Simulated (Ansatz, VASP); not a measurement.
## Mo6CO in VASP and in Ansatz

Contents of INCAR:

```
SYSTEM = Mo6CO
PREC = Accurate
ENCUT = 520
EDIFF = 1E-6
ISMEAR = 0
SIGMA = 0.1
LREAL = .FALSE.
LASPH = .TRUE.
NELM = 60
ALGO = Normal
ISIF = 2
LWAVE = .FALSE.
LCHARG = .TRUE.
LDIPOL = .TRUE.
IDIPOL = 3
DIPOL = 0.5 0.5 0.321
GGA = PE
LELF = .TRUE.
LVHAR = .TRUE.
LVACPOTAV = .TRUE.
NBANDS = 57
```

File KPOINTS:

```
regular mesh
0
G
  6 6 1
  0 0 0
```

File POSCAR:

```
Mo6CO
1.0
    4.4695765303      0.0000000000      0.0000000000
   -2.2347882651      3.8707668194      0.0000000000
    0.0000000000      0.0000000000     22.2595667262
Mo C O
6 1 1
Direct
    0.6666666667      0.3333333333      0.1796980170
    0.3333333333      0.6666666667      0.2206848206
    0.0000000000      0.0000000000      0.2616716241
    0.6666666667      0.3333333333      0.2990464568
    0.3333333333      0.6666666667      0.3355219825
    0.0000000000      0.0000000000      0.3710569405
    0.1666666667      0.3333333333      0.4438346374
    0.3114020655      0.6228041309      0.4573223254
```

Input for Ansatz:

```yaml
crystal:
  lattice:
    - [4.4695765303, 0.0, 0.0]
    - [-2.2347882651, 3.8707668194, 0.0]
    - [0.0, 0.0, 22.2595667262]
  atoms:
    - { symbol: Mo, position: [0.6666666667, 0.3333333333, 0.179698017] }
    - { symbol: Mo, position: [0.3333333333, 0.6666666667, 0.2206848206] }
    - { symbol: Mo, position: [0.0, 0.0, 0.2616716241] }
    - { symbol: Mo, position: [0.6666666667, 0.3333333333, 0.2990464568] }
    - { symbol: Mo, position: [0.3333333333, 0.6666666667, 0.3355219825] }
    - { symbol: Mo, position: [0.0, 0.0, 0.3710569405] }
    - { symbol: C, position: [0.1666666667, 0.3333333333, 0.4438346374] }
    - { symbol: O, position: [0.3114020655, 0.6228041309, 0.4573223254] }
basis:
  ecutwfc: 420
kpoints:
  mp_grid: { grid: [6, 6, 1] }
hamiltonian:
  xc: pbe
  pseudopotentials: { kind: paw, azcp: { folder: soft_1 } }
scf:
  occupations: { method: gaussian, width: 0.1 }
output:
  forces: true
  eigenvalues: true
efield:
  axis: 3
  dipole_correction: true
  ramp_width: 0.04
```

Alike in both runs: task single point; functional PBE; k mesh 6 × 6 × 1; occupations gaussian, width 0.1 eV; no spin polarisation.

|  | VASP | Ansatz |
| --- | --- | --- |
| version | VASP 6.6.1 | Ansatz 0.2.0 |
| potentials or method | VASP PAW PBE potentials, release 64 (Mo_sv, C, O), cutoff 520 eV | scalar-relativistic, plane waves, PAW |
| valence electrons in the cell | 94 | 94 |

Ansatz gave:

| Property | Result |
| --- | --- |
| gap on the k mesh at the Fermi level (eV) | 0.04 |
| least direct gap on the mesh (eV) | 0.14 |
| rms of the force components (eV/Å) | 1.012 |

Question: Which values does VASP return?

Answer: gap on the k mesh at the Fermi level (eV): 0.04; least direct gap on the mesh (eV): 0.14; rms of the force components (eV/Å): 1.144.

Atom by atom the forces differ by 0.231 eV/Å (rms over components).

Noted on VASP's run: the standard files for N, O and F lose accuracy on very short bonds.
